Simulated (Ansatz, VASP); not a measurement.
SnO in VASP and in Ansatz

Contents of INCAR:

```
  PREC = Accurate
  ENCUT = 520
  EDIFF = 1E-6
  ISMEAR = 0
  SIGMA = 0.05
  LREAL = F
  LASPH = T
  NELM = 80
  ALGO = Normal
  ISIF = 2
  LWAVE = F
  LCHARG = F
  GGA = PS
  IVDW = 12
  NBANDS = 28
```

KPOINTS

```
regular mesh
0
Gamma
  8 6 6
```

Contents of POSCAR:

```
SnO
1.0
    3.3885550500      0.0000000000      0.0000000000
    0.0000000000      5.7308450400      0.0000000000
    0.0000000000      0.0000000000      4.2219700000
Sn O
2 2
Direct
    0.0000000000      0.2319090000      0.5131440000
    0.5000000000      0.7680910000      0.0131440000
    0.0000000000      0.8912500000      0.7368570000
    0.5000000000      0.1087500000      0.2368570000
```

Input for Ansatz:

```yaml
crystal:
  lattice:
    - [3.38855505, 0.0, 0.0]
    - [0.0, 5.73084504, 0.0]
    - [0.0, 0.0, 4.22197]
  atoms:
    - { symbol: Sn, position: [0.0, 0.231909, 0.513144] }
    - { symbol: Sn, position: [0.5, 0.768091, 0.013144] }
    - { symbol: O, position: [0.0, 0.89125, 0.736857] }
    - { symbol: O, position: [0.5, 0.10875, 0.236857] }
basis:
  ecutwfc: 420
kpoints:
  mp_grid: { grid: [8, 6, 6] }
hamiltonian:
  xc: pbesol
  dispersion: d3bj
scf:
  occupations: { method: gaussian, width: 0.05 }
output:
  forces: true
  stress: true
  eigenvalues: true
```

Change from the starting cell: strain +0.0100 x Voigt [1, 1, 0, 0, 0, 0], atoms carried along.

Alike in both runs: task single point; functional PBEsol; dispersion D3(BJ); k mesh 8 × 6 × 6; occupations gaussian, width 0.05 eV; no spin polarisation.

|  | VASP | Ansatz |
| --- | --- | --- |
| version | VASP 6.6.1 | Ansatz 0.2.0 |
| potentials or method | VASP PAW PBE potentials, release 64 (Sn_d, O), cutoff 520 eV | scalar-relativistic, plane waves, PAW |
| valence electrons in the cell | 40 | 40 |

```tsv
	VASP	Ansatz	Ansatz less VASP
gap on the k mesh at the Fermi level (eV)	1.36	1.37	+0.010
least direct gap on the mesh (eV)	2.03	2.04	+0.010
pressure (GPa)	-5.8	-6.0	-0.17
traceless stress, the component that is largest in VASP (GPa)	-0.94	-0.98	-0.038
rms of the force components (eV/Å)	0.272	0.302	+0.0304
```

VASP's potentials were made for PBE, not for PBEsol. Atom by atom the forces differ by 0.032 eV/Å (rms over components).
